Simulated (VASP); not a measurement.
Set up this calculation in VASP 6.6.1, as the native input.

* Task: single point
* Functional: PBE
* Dispersion: D3(BJ)
* Potentials or basis: VASP PAW PBE potentials, release 64 (C)
* Cutoff: 520 eV
* k mesh: 18 × 18 × 2
* Occupations: gaussian, width 0.1 eV
* Spin: no spin polarisation
* Dipole correction: no
* Further INCAR settings: ALGO = Normal; EDIFF = 1e-06; NBANDS = 16

The structure of C lies in POSCAR:

```
C
1.0
    2.4653549163      0.0000000000      0.0000000000
   -1.2326774582      2.1350599869      0.0000000000
    0.0000000000      0.0000000000     24.1359442455
C
4
Direct
    0.0000000000      0.0000000000      0.5709990482
    0.0000000000      0.0000000000      0.4290009518
    0.3333333333      0.6666666667      0.4289822891
    0.6666666667      0.3333333333      0.5710177109
```

These files were run (other wordings do the same):

INCAR

```
PREC = Accurate ; ENCUT = 520
EDIFF = 1E-6 ; ISMEAR = 0
SIGMA = 0.1 ; LREAL = False
LASPH = True ; NELM = 60
ALGO = Normal ; ISIF = 2
LWAVE = False ; LCHARG = True
GGA = PE ; IVDW = 12
LELF = True ; LVHAR = True
NBANDS = 16
```

KPOINTS

```
Automatic mesh
0
Gamma
  18 18 2
```

Potentials or basis: VASP PAW PBE potentials, release 64 (C).

Launch:

```bash
$ cat potpaw_PBE.64/C/POTCAR > POTCAR
$ mpirun -np 1 vasp_std > vasp.out
```

It gave:

```json
{"Largest force": "0.004 eV/Å", "Band gap on the k mesh": "zero (filled and empty bands touch)", "Dispersion energy per atom": "-0.118 eV"}
```

It took 110 s on 1 thread of Intel(R) Xeon(R) 6975P-C (Granite Rapids) (shared host), peak memory 0.29 GiB.
